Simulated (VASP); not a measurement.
Input of a VASP 6.6.1 run:

File INCAR:

```
SYSTEM = Hf
PREC     = Accurate       ! precision mode
ENCUT    = 520            ! plane-wave cutoff, eV
EDIFF    = 1E-6           ! SCF threshold, eV
ISMEAR   = -1             ! smearing method
SIGMA    = 0.03           ! smearing width, eV
LREAL    = .False.        ! projectors in reciprocal space
LASPH    = .True.         ! aspherical terms in the spheres
NELM     = 60             ! most SCF steps
ALGO     = Normal         ! electronic algorithm
ISIF     = 2              ! what is computed and relaxed
LWAVE    = .False.        ! write WAVECAR
LCHARG   = .True.         ! write CHGCAR
GGA      = PE             ! functional
LELF     = .True.         ! ELF
LVHAR    = .True.       
NBANDS   = 11             ! bands
```

KPOINTS

```
regular mesh
0
Gamma
  13 13 13
  0 0 0
```

Contents of POSCAR:

```
Hf
1.0
    0.0000000000      2.2200000000      2.2422000000
    2.2200000000      0.0000000000      2.2422000000
    2.2200000000      2.2200000000      0.0000000000
Hf
1
Direct
    0.0000000000      0.0000000000      0.0000000000
```

Potentials or basis: VASP PAW PBE potentials, release 64 (Hf_pv).

Run with:

```console
$ cat potpaw_PBE.64/Hf_pv/POTCAR > POTCAR
$ mpirun -np 1 vasp_std > vasp.out
```

Question: Predict the band gap on the k mesh.

Answer: Zero (band 5 reaches 6.16 eV, above the bottom of band 6 at 4.23 eV).

Question: What does it give for the pressure?

Answer: 1.7 GPa.

Stress tensor (GPa, compression positive):
```
1.83 0.00 0.00
0.00 1.83 0.00
0.00 0.00 1.43
```

Caveat: the cell differs from its parent crystal (zz strain of +1 %); spin-orbit coupling is left out, which moves the levels of the heavy elements.
